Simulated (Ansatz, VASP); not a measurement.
One calculation of Fe2BS3, two programs

The input POSCAR:

```
Fe2BS3
1.0
    3.9801350000      5.0837520000      0.0000000000
    3.9801350000     -5.0837520000      0.0000000000
    0.0000000000      0.0000000000     -4.7905720000
B Fe S
2 4 6
Direct
    0.6859000000      0.3141000000      0.7500000000
    0.3141000000      0.6859000000      0.2500000000
    0.8464000000      0.8464000000      0.0000000000
    0.1536000000      0.1536000000      0.5000000000
    0.1536000000      0.1536000000      0.0000000000
    0.8464000000      0.8464000000      0.5000000000
    0.5842000000      0.8306000000      0.7500000000
    0.4158000000      0.1694000000      0.2500000000
    0.8306000000      0.5842000000      0.2500000000
    0.1694000000      0.4158000000      0.7500000000
    0.1147000000      0.8853000000      0.7500000000
    0.8853000000      0.1147000000      0.2500000000
```

Contents of INCAR.step1:

```
SYSTEM = Fe2BS3
ALGO = Normal ; EDIFF = 1E-4
ENCUT = 520 ; GGA = PE
ISMEAR = 1 ; LASPH = .TRUE.
LCHARG = .FALSE. ; LREAL = .FALSE.
LWAVE = .TRUE. ; NBANDS = 49
NELM = 100 ; PREC = Accurate
SIGMA = 0.2117
```

INCAR.step2

```
SYSTEM = Fe2BS3
ALGO = Normal ; EDIFF = 1E-6
ENCUT = 520 ; ISIF = 2
ISMEAR = 1 ; ISTART = 1
LASPH = .TRUE. ; LCHARG = .FALSE.
LMIXTAU = .TRUE. ; LREAL = .FALSE.
LWAVE = .FALSE. ; METAGGA = R2SCAN
NBANDS = 49 ; NELM = 100
PREC = Accurate ; SIGMA = 0.2117
```

File KPOINTS:

```
k-points
0
G
  4 4 6
  0 0 0
```

Input for Ansatz:

```yaml
crystal:
  lattice:
    - [3.980135, 5.083752, 0.0]
    - [3.980135, -5.083752, 0.0]
    - [0.0, 0.0, -4.790572]
  atoms:
    - { symbol: B, position: [0.6859, 0.3141, 0.75] }
    - { symbol: B, position: [0.3141, 0.6859, 0.25] }
    - { symbol: Fe, position: [0.8464, 0.8464, 0.0] }
    - { symbol: Fe, position: [0.1536, 0.1536, 0.5] }
    - { symbol: Fe, position: [0.1536, 0.1536, 0.0] }
    - { symbol: Fe, position: [0.8464, 0.8464, 0.5] }
    - { symbol: S, position: [0.5842, 0.8306, 0.75] }
    - { symbol: S, position: [0.4158, 0.1694, 0.25] }
    - { symbol: S, position: [0.8306, 0.5842, 0.25] }
    - { symbol: S, position: [0.1694, 0.4158, 0.75] }
    - { symbol: S, position: [0.1147, 0.8853, 0.75] }
    - { symbol: S, position: [0.8853, 0.1147, 0.25] }
  symmetry: { tolerance: 0.0003 }
kpoints:
  mp_grid: { grid: [4, 4, 6], shift: [0, 0, 0] }
  band_path:
    path:
      - [0.0, 0.0, 0.0]
      - [0.5, 0.0, 0.0]
      - [0.5, 0.0, -0.5]
      - [0.0, 0.0, -0.5]
      - [0.5, -0.5, -0.5]
    npoints: 13
magnetization:
  spin_polarized: false
scf:
  occupations: { method: methfessel_paxton, width: 0.2117 }
  lower_state_search: "off"
  max_iter: 200
hamiltonian:
  pseudopotentials: { kind: paw }
  xc: r2scan
basis:
  ecutwfc: 500
  fft_grid_basis: typed
output:
  forces: true
  stress: true
  eigenvalues: true
  bader: true
  populations: true
  elf: true
  write_potential: true
  volumetric_format: npy
  dos:
    e_range: [-12, 8]
    de: 0.05
    projected: { site_lists: { B: [B], Fe: [Fe], S: [S] } }
checkpoint:
  read: saved_state
```

Alike in both runs: task single point; functional r2SCAN; k mesh 4 × 4 × 6; occupations methfessel-paxton of order 1, width 0.2117 eV; no spin polarisation.

|  | VASP | Ansatz |
| --- | --- | --- |
| version | VASP 6.6.1 | Ansatz 0.2.0 |
| potentials or method | VASP PAW PBE potentials, release 64 (B, Fe, S), cutoff 520 eV | PAW plane waves |
| valence electrons in the cell | 74 | 106 |

Ansatz gave:

```
pressure (GPa)                                                : 9.2
traceless stress, the component that is largest in VASP (GPa) : 5.18
rms of the force components (eV/Å)                            : 0.553
```

Q: Estimate VASP's values.

A: Pressure (GPa): 9.8; traceless stress, the component that is largest in VASP (GPa): 5.28; rms of the force components (eV/Å): 0.600.

VASP's potentials were made for PBE, not for r2SCAN. Atom by atom the forces differ by 0.048 eV/Å (rms over components). With one functional, cell and mesh, what is left measures potentials, basis and numerics. VASP's potentials hold 74 valence electrons a cell and Ansatz's 106, so a difference there can come from the potentials and not from the codes.
